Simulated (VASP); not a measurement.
# WS2 (Cm) in VASP: a series of runs

WS2 is run at these levels: PBE+D3(BJ); tasks: single point.

Everything below comes from runs of VASP 6.6.1. Logs are shortened: lines on timing, memory, paths and dates and some standing lists are left out, and cuts for length are marked.

### 1 The cell of the first run

Symmetry: Cm, No. 8, monoclinic system. The conventional cell has a = 10.937 Å, b = 6.314 Å, c = 7.054 Å, α = 90.00°, β = 121.12°, γ = 90.00°. W (site symmetry m) has 6 S at 2.41 Å and 6 W at 3.16 Å within 3.2 Å. Within 2.9 Å of W (site symmetry m) lie 6 S at 2.17 to 2.41 Å. Within 3.2 Å of W (site symmetry 1) lie 6 S at 2.39 to 2.41 Å and 6 W at 3.16 Å. Within 3.9 Å of S (site symmetry m) lie 5 W at 2.17 to 3.83 Å and 10 S at 2.99 to 3.65 Å. S (site symmetry m) has 3 W at 2.41 Å and 7 S at 3.15 to 3.17 Å within 3.2 Å. Within 3.5 Å of S (site symmetry 1) lie 3 W at 2.41 Å and 10 S at 3.01 to 3.42 Å. Within 3.2 Å of S (site symmetry m) lie 3 W at 2.41 Å and 7 S at 2.99 to 3.16 Å. S (site symmetry m) has 3 W at 2.41 Å and 7 S at 3.15 to 3.16 Å within 3.2 Å.

### 2 Single point, PBE+D3(BJ) (atom 5 (S) moved +0.240 Å towards its neighbour atom 2 (W) at 2.407 Å)

File INCAR:

```
PREC     = Accurate       # precision mode
ENCUT    = 520            # plane-wave cutoff, eV
EDIFF    = 1E-6           # SCF threshold, eV
ISMEAR   = 0              # smearing method
SIGMA    = 0.05           # smearing width, eV
LREAL    = F              # projectors in reciprocal space
LASPH    = T              # aspherical terms in the spheres
NELM     = 80             # most SCF steps
ALGO     = Normal         # electronic algorithm
ISIF     = 2              # what is computed and relaxed
LWAVE    = F              # write WAVECAR
LCHARG   = T              # write CHGCAR
GGA      = PE             # functional
IVDW     = 12             # dispersion correction
LELF     = T              # ELF
LVHAR    = T            
NBANDS   = 64             # bands
```

File KPOINTS:

```
Automatic mesh
0
Gamma
  6 6 6
```

File POSCAR:

```
WS2
1.0
    3.1572031343     -5.4684362384      0.0000000000
    6.3144062686      0.0000000000      0.0000000000
    3.1572031343     -1.8228120795      6.0393060278
W S
4 8
Direct
    0.5006554632      0.0006554632      0.9980336103
    0.0006554632      0.0006554632      0.9980336103
    0.5006554632      0.5006554632      0.9980336103
    0.0006554632      0.5006554632      0.9980336103
    0.7724914086      0.2226379510      0.2323792318
    0.2472223774      0.2472223774      0.2583328678
    0.7472223774      0.7472223774      0.2583328678
    0.2472223774      0.7472223774      0.2583328678
    0.9208221593      0.4208221593      0.7375335222
    0.4208221593      0.4208221593      0.7375335222
    0.9208221593      0.9208221593      0.7375335222
    0.4208221593      0.9208221593      0.7375335222
```

Potentials or basis: VASP PAW PBE potentials, release 64 (W_sv, S).

Started as:

```console
$ cat potpaw_PBE.64/W_sv/POTCAR potpaw_PBE.64/S/POTCAR > POTCAR
$ mpirun -np 1 vasp_std > vasp.out
```

OUTCAR:

```text
PREC = Accurate
   ENCUT = 520
   EDIFF = 1E-6
   ISMEAR = 0
   LREAL = F
   LASPH = T
   NELM = 80
   ISIF = 2
   GGA = PE
   IVDW = 12
 IVDW          = 12

 ion  position               nearest neighbor table
   1  0.501  0.001  0.998-   8 2.41   6 2.41   7 2.41  12 2.41  11 2.41  10 2.41   2 3.16   4 3.16
                             2 3.16   4 3.16   3 3.16   3 3.16
   2  0.001  0.001  0.998-   5 2.17   7 2.41   8 2.41  11 2.41  12 2.41   9 2.41   1 3.16   3 3.16
                             1 3.16   3 3.16   4 3.16   4 3.16
   3  0.501  0.501  0.998-   5 2.39   6 2.41   8 2.41  10 2.41   9 2.41  12 2.41   4 3.16   2 3.16
                             2 3.16   4 3.16   1 3.16   1 3.16
   4  0.001  0.501  0.998-   5 2.39   7 2.41   6 2.41   9 2.41  10 2.41  11 2.41   3 3.16   1 3.16
                             1 3.16   3 3.16   2 3.16   2 3.16
   5  0.772  0.223  0.232-   2 2.17   4 2.39   3 2.39
   6  0.247  0.247  0.258-   3 2.41   1 2.41   4 2.41
   7  0.747  0.747  0.258-   2 2.41   4 2.41   1 2.41
   8  0.247  0.747  0.258-   1 2.41   3 2.41   2 2.41
   9  0.921  0.421  0.738-   4 2.41   3 2.41   2 2.41
  10  0.421  0.421  0.738-   3 2.41   4 2.41   1 2.41
  11  0.921  0.921  0.738-   2 2.41   1 2.41   4 2.41
  12  0.421  0.921  0.738-   1 2.41   2 2.41   3 2.41

  LATTYP: Found a trigonal (rhomboedric) cell.
 ALAT       =     7.0543456681
 COS(alpha) =     0.5993901964

  Lattice vectors:

 A1 = (   0.0000000000,   3.6456241589,   6.0393060278)
 A2 = (  -3.1572031343,  -1.8228120795,   6.0393060278)
 A3 = (   3.1572031343,  -1.8228120795,   6.0393060278)

Analysis of symmetry for initial positions (statically):
=====================================================================
 Subroutine PRICEL returns:
 Original cell was already a primitive cell.

 Routine SETGRP: Setting up the symmetry group for a
 trigonal (rhombohedral) supercell.

 Subroutine GETGRP returns: Found  2 space group operations
 (whereof  2 operations were pure point group operations)
 out of a pool of 12 trial point group operations.

The static configuration has the point symmetry C_1h.

Analysis of symmetry for dynamics (positions and initial velocities):
=====================================================================
 Subroutine PRICEL returns:
 Original cell was already a primitive cell.

 Routine SETGRP: Setting up the symmetry group for a
 trigonal (rhombohedral) supercell.

 Subroutine GETGRP returns: Found  2 space group operations
 (whereof  2 operations were pure point group operations)
 out of a pool of 12 trial point group operations.

The dynamic configuration has the point symmetry C_1h.

 Subroutine INISYM returns: Found  2 space group operations
 (whereof  2 operations are pure point group operations),
 and found     1 'primitive' translations

----------------------------------------------------------------------------------------

                                     Primitive cell

  volume of cell :     208.5368

  direct lattice vectors                    reciprocal lattice vectors
     3.157203134 -5.468436238  0.000000000     0.000000000 -0.182867635 -0.055193980
     6.314406269  0.000000000  0.000000000     0.158368017  0.091433817 -0.055193980
     3.157203134 -1.822812080  6.039306028     0.000000000  0.000000000  0.165581939

  length of vectors
     6.314406269  6.314406269  7.054345668     0.191015568  0.191015568  0.165581939

  position of ions in fractional coordinates (direct lattice)
     0.500655463  0.000655463  0.998033610
     0.000655463  0.000655463  0.998033610
     0.500655463  0.500655463  0.998033610
     0.000655463  0.500655463  0.998033610
     0.772491409  0.222637951  0.232379232
     0.247222377  0.247222377  0.258332868
     0.747222377  0.747222377  0.258332868
     0.247222377  0.747222377  0.258332868
     0.920822159  0.420822159  0.737533522
     0.420822159  0.420822159  0.737533522
     0.920822159  0.920822159  0.737533522
     0.420822159  0.920822159  0.737533522

  ion indices of the primitive-cell ions
   primitive index   ion index
                 1           1
                 2           2
                 3           3
                 4           4
                 5           5
                 6           6
                 7           7
                 8           8
                 9           9
                10          10
                11          11
                12          12

----------------------------------------------------------------------------------------

 KPOINTS: Automatic mesh

Automatic generation of k-mesh.
 Grid dimensions read from file:
 generate k-points for:    6    6    6

 Generating k-lattice:

  Cartesian coordinates                     Fractional coordinates (reciprocal lattice)
     0.000000000 -0.030477939 -0.009198997     0.166666667  0.000000000  0.000000000
     0.026394670  0.015238970 -0.009198997     0.000000000  0.166666667  0.000000000
     0.000000000  0.000000000  0.027596990     0.000000000  0.000000000  0.166666667

  Length of vectors
     0.031835928  0.031835928  0.027596990

  Shift w.r.t. Gamma in fractional coordinates (k-lattice)
     0.000000000  0.000000000  0.000000000

 Subroutine IBZKPT returns following result:
 ===========================================

 Found     68 irreducible k-points:

 Following reciprocal coordinates:
            Coordinates               Weight
  0.000000  0.000000  0.000000      1.000000
  0.166667  0.000000  0.000000      4.000000
  0.000000  0.166667  0.000000      2.000000
  0.333333  0.000000  0.000000      4.000000
  0.000000  0.333333  0.000000      2.000000
  0.500000  0.000000  0.000000      2.000000
[... 16 lines left out ...]
  0.500000  0.333333  0.000000      4.000000
 -0.166667  0.333333  0.333333      4.000000
 [... further k-points ...]
   k-points           NKPTS =     68   k-points in BZ     NKDIM =     68   number of bands    NBANDS=     64
   number of dos      NEDOS =    301   number of ions     NIONS =     12
   total plane-waves  NPLWV = 124416
   dimension x,y,z NGX =    48 NGY =   48 NGZ =   54
   dimension x,y,z NGXF=    96 NGYF=   96 NGZF=  108
   ions per type =               4   8
   NGX,Y,Z   is equivalent  to a cutoff of  12.64, 12.64, 12.73 a.u.
   NGXF,Y,Z  is equivalent  to a cutoff of  25.27, 25.27, 25.45 a.u.
 SYSTEM =  unknown system
   PREC   = accura    normal or accurate (medium, high low for compatibility)
   ISTART =      0    job   : 0-new  1-cont  2-samecut
   ICHARG =      2    charge: 1-file 2-atom 10-const
   ISPIN  =      1    spin polarized calculation?
   LNONCOLLINEAR =      F non collinear calculations
   LSORBIT =      F    spin-orbit coupling
   LASPH  =      T    aspherical Exc in radial PAW
   ENCUT  =  520.0 eV  38.22 Ry    6.18 a.u.  11.74 11.74 13.12*2*pi/ulx,y,z
   NELM   =     80;   NELMIN=  2; NELMDL= -5     # of ELM steps
   EDIFF  = 0.1E-05   stopping-criterion for ELM
   LREAL  =      F    real-space projection
   EDIFFG = 0.1E-04   stopping-criterion for IOM
   NSW    =      0    number of steps for IOM
   IBRION =     -1    ionic relax: 0-MD 1-quasi-New 2-CG
   NFREE  =      0    steps in history (QN), initial steepest desc. (CG)
   ISIF   =      2    stress and relaxation
   ISYM   =      2    0-nonsym 1-usesym 2-fastsym
   POTIM  = 0.5000    time-step for ionic-motion
   TEBEG  =    0.0;   TEEND  =   0.0 temperature during run
   PSTRESS=    0.0 pullay stress
   NELECT =     104.0000    total number of electrons
   NUPDOWN=      -1.0000    fix difference up-down
   EMIN   =  10.00;   EMAX   =-10.00  energy-range for DOS
   EFERMI =   0.00;   METHOD = LEGACY
   ISMEAR =     0;   SIGMA  =   0.05  broadening in eV -4-tet -1-fermi 0-gaus
   EFERMI_NEDOS =   21; number of points for ismear=-14 and -15
   IALGO  =     38    algorithm
   IMIX   =      4    mixing-type and parameters
     AMIX     =   0.40;   BMIX     =  1.00
     AMIX_MAG =   1.60;   BMIX_MAG =  1.00
  volume/ion in A,a.u.               =      17.38       117.27
  Fermi-wavevector in a.u.,A,eV,Ry     =   1.298250  2.453337 22.931986  1.685453
  Thomas-Fermi vector in A             =   2.429591
   LORBIT       =      0    0 simple, 1 ext, 2 COOP (PROOUT), +10 PAW based schemes
   GGA     = PE    functional components
   LHFCALC =     F    Hartree Fock is set to
   AEXX    =    0.0000 exact exchange contribution
   IVDW    =    12    specifies the selected vdW correction
   LEPSILON=     F    determine dielectric tensor
   LRPA    =     F    only Hartree local field effects (RPA)
 non-spin polarized calculation
 Gauss-broadening in eV      SIGMA  =   0.05
  energy-cutoff  :      520.00
  volume of cell :      208.54
 maximum number of plane-waves:      5644
   NGX = 23   NGY = 23   NGZ = 27

 number of electron     103.9999995 magnetization

 Free energy of the ion-electron system (eV)
  ---------------------------------------------------
  ext. energy  EPLUGINS =         0.00000000
  ---------------------------------------------------
  free energy    TOTEN  =       -93.81904170 eV

  energy without entropy =      -93.81904170  energy(sigma->0) =      -93.81904170

 E-fermi :   8.1699     XC(G=0): -11.0741

 val. band max:        7.8918377644   @ k =   0.0000   0.0000   0.5000
 cond. band min:       8.7815032127   @ k =  -0.3333   0.3333   0.3333
 fundamental gap:      0.8896654483
 Fermi energy:         8.1698858379

 k-point     1 :       0.0000    0.0000    0.0000
  band No.  band energies     occupation
      1     -66.8818      2.00000
      2     -66.8570      2.00000
      3     -66.8490      2.00000
      4     -66.7932      2.00000
      5     -31.3469      2.00000
      6     -31.3170      2.00000
[... 56 lines left out ...]
     63      10.9234      0.00000
     64      11.0835      0.00000

 k-point     2 :       0.1667    0.0000    0.0000
  band No.  band energies     occupation
      1     -66.8814      2.00000
      2     -66.8566      2.00000
      3     -66.8497      2.00000
      4     -66.7933      2.00000
      5     -31.3321      2.00000
      6     -31.3035      2.00000
[... 56 lines left out ...]
     63      10.9945      0.00000
     64      11.1180      0.00000

 k-point     3 :       0.0000    0.1667    0.0000
  band No.  band energies     occupation
      1     -66.8813      2.00000
      2     -66.8573      2.00000
      3     -66.8490      2.00000
      4     -66.7934      2.00000
      5     -31.3278      2.00000
      6     -31.3000      2.00000
[... 1396 lines left out ...]
     63      10.7108      0.00000
     64      10.7966      0.00000

 k-point    24 :      -0.1667    0.3333    0.3333
  band No.  band energies     occupation
      1     -66.8798      2.00000
      2     -66.8577      2.00000
      3     -66.8496      2.00000
      4     -66.7938      2.00000
      5     -31.2606      2.00000
      6     -31.2297      2.00000
[... 56 lines left out ...]
     63      10.7735      0.00000
     64      10.9158      0.00000

 [... further k-points ...]

------------------------ aborting loop because EDIFF is reached ----------------------------------------

 Edisp (eV)   -5.23932

 E8    (eV) :    -2.2023

  FORCE on cell =-STRESS in cart. coord.  units (eV):
  Direction    XX          YY          ZZ          XY          YZ          ZX
  --------------------------------------------------------------------------------------
  -------------------------------------------------------------------------------------
  Total       3.50852     1.94322     5.93709     1.35559     2.15687     3.73581
  in kB      26.95581    14.92966    45.61436    10.41495    16.57111    28.70200
  external pressure =       29.17 kB  Pullay stress =        0.00 kB

 VOLUME and BASIS-vectors are now :
 -----------------------------------------------------------------------------
  energy-cutoff  :      520.00
  volume of cell :      208.54
      direct lattice vectors                 reciprocal lattice vectors
     3.157203134 -5.468436238  0.000000000     0.000000000 -0.182867635 -0.055193980
     6.314406269  0.000000000  0.000000000     0.158368017  0.091433817 -0.055193980
     3.157203134 -1.822812080  6.039306028     0.000000000  0.000000000  0.165581939

 POSITION                                       TOTAL-FORCE (eV/Angst)
 -----------------------------------------------------------------------------------
      4.73580     -4.55703      6.02743         0.060352      0.034844     -0.125529
      3.15720     -1.82281      6.02743        -2.516976     -1.453177     -2.607948
      7.89301     -4.55703      6.02743        -0.234347      0.027202     -0.427590
      6.31441     -1.82281      6.02743        -0.093616     -0.216551     -0.427590
      4.57841     -4.64790      1.40341         3.104680      1.792488      3.651206
      3.15720     -1.82281      1.56015         0.033194      0.019165      0.110076
      7.89301     -4.55703      1.56015        -0.268824      0.028468      0.124179
      6.31441     -1.82281      1.56015        -0.109758     -0.247042      0.124179
      7.89301     -6.37984      4.45419         0.052022      0.030035     -0.327936
      6.31441     -3.64562      4.45419        -0.007004     -0.004044      0.019181
     11.05021     -6.37984      4.45419        -0.075917      0.108717     -0.056115
      9.47161     -3.64562      4.45419         0.056194     -0.120105     -0.056115
 -----------------------------------------------------------------------------------
    total drift:                                0.000135      0.000067      0.000368

  FREE ENERGIE OF THE ION-ELECTRON SYSTEM (eV)
  ---------------------------------------------------
  free  energy   TOTEN  =       -99.0583578273 eV

  energy  without entropy=      -99.0583578273  energy(sigma->0) =      -99.05835783
```

It took 30 min on 1 thread of Oxide Virtual Turin-like, shared host; peak memory 0.75 GiB.

What came out:

- Free energy: -99.0584 eV
- Pressure: 2.9 GPa
- Largest force: 5.117 eV/Å
- Band gap on the k mesh: 0.89 eV
- Dispersion energy per atom: -0.437 eV

Forces in eV/Å, atoms in the order of the input:
```
W    0.060  0.035 -0.126
W   -2.517 -1.453 -2.608
W   -0.234  0.027 -0.428
W   -0.094 -0.217 -0.428
S    3.105  1.792  3.651
S    0.033  0.019  0.110
S   -0.269  0.028  0.124
S   -0.110 -0.247  0.124
S    0.052  0.030 -0.328
S   -0.007 -0.004  0.019
S   -0.076  0.109 -0.056
S    0.056 -0.120 -0.056
```

Stress tensor (GPa, compression positive):
```
2.70 1.04 2.87
1.04 1.49 1.66
2.87 1.66 4.56
```

Caveat: the cell differs from its parent crystal (atom 5 (S) moved +0.240 Å towards its neighbour atom 2 (W) at 2.407 Å); spin-orbit coupling is left out, which moves the levels of the heavy elements; forces of over 1 eV/Å act on the atoms, so gaps and moduli don't describe the material at rest. A k mesh can miss the band edges.

### 3 Single point, PBE+D3(BJ) (atom 5 (S) moved +0.120 Å towards its neighbour atom 2 (W) at 2.407 Å)

File INCAR:

```
PREC = Accurate
ENCUT = 520
EDIFF = 1E-7
ISMEAR = 0
SIGMA = 0.05
LREAL = False
LASPH = True
NELM = 80
ALGO = Normal
ISIF = 2
LWAVE = False
LCHARG = False
GGA = PE
IVDW = 12
NBANDS = 64
```

KPOINTS is that of step 2.

Changes to POSCAR since step 2:

```diff
@@ -12,3 +12,3 @@
     0.0006554632      0.5006554632      0.9980336103
-    0.7724914086      0.2226379510      0.2323792318
+    0.7598568930      0.2349301642      0.2453560498
     0.2472223774      0.2472223774      0.2583328678
```

Potentials or basis: VASP PAW PBE potentials, release 64 (W_sv, S).

Started as:

```console
$ cat potpaw_PBE.64/W_sv/POTCAR potpaw_PBE.64/S/POTCAR > POTCAR
$ mpirun -np 1 vasp_std > vasp.out
```

It took 32 min on 1 thread of Oxide Virtual Turin-like, shared host; peak memory 0.74 GiB.

It converged, with:

- Free energy: -99.4775 eV
- Pressure: 1.2 GPa
- Largest force: 2.091 eV/Å
- Band gap on the k mesh: 0.92 eV
- Dispersion energy per atom: -0.437 eV

Forces on the atoms (eV/Å):
```
W    0.023  0.013 -0.061
W   -0.954 -0.551 -0.986
W   -0.117  0.031 -0.226
W   -0.031 -0.117 -0.226
S    1.237  0.714  1.527
S    0.015  0.009  0.055
S   -0.134  0.014  0.062
S   -0.055 -0.123  0.062
S    0.023  0.013 -0.156
S   -0.008 -0.004  0.001
S   -0.031  0.054 -0.025
S    0.031 -0.054 -0.025
```

Stress tensor (GPa, compression positive):
```
1.03 0.34 1.15
0.34 0.63 0.66
1.15 0.66 2.00
```

Levels at points of the mesh, in eV from the valence-band top:
| k point | band 49 | band 50 | band 51 | band 52 | band 53 | band 54 | band 55 | band 56 |
| --- | --- | --- | --- | --- | --- | --- | --- | --- |
| (0.00, 0.00, 0.00) | -1.63 | -1.61 | -1.48 | -1.28 | 2.02 | 2.13 | 2.17 | 2.17 |
| (0.50, 0.00, 0.00) | -1.56 | -1.53 | -1.41 | -1.38 | 1.44 | 1.47 | 1.73 | 1.78 |
| (0.00, 0.50, 0.00) | -1.65 | -1.55 | -1.39 | -1.36 | 1.42 | 1.52 | 1.72 | 1.83 |
| (0.50, 0.50, 0.00) | -1.65 | -1.63 | -1.35 | -1.30 | 1.32 | 1.36 | 1.85 | 1.86 |
| (0.00, 0.50, 0.50) | -1.69 | -1.65 | -1.35 | -1.30 | 1.34 | 1.36 | 1.84 | 1.85 |
| (0.00, 0.00, 0.50) | -1.86 | -1.77 | -1.75 | 0.00 | 2.15 | 2.19 | 2.22 | 2.23 |

Caveat: the cell differs from its parent crystal (atom 5 (S) moved +0.120 Å towards its neighbour atom 2 (W) at 2.407 Å); spin-orbit coupling is left out, which moves the levels of the heavy elements; forces of over 1 eV/Å act on the atoms, so gaps and moduli don't describe the material at rest. A k mesh can miss the band edges.
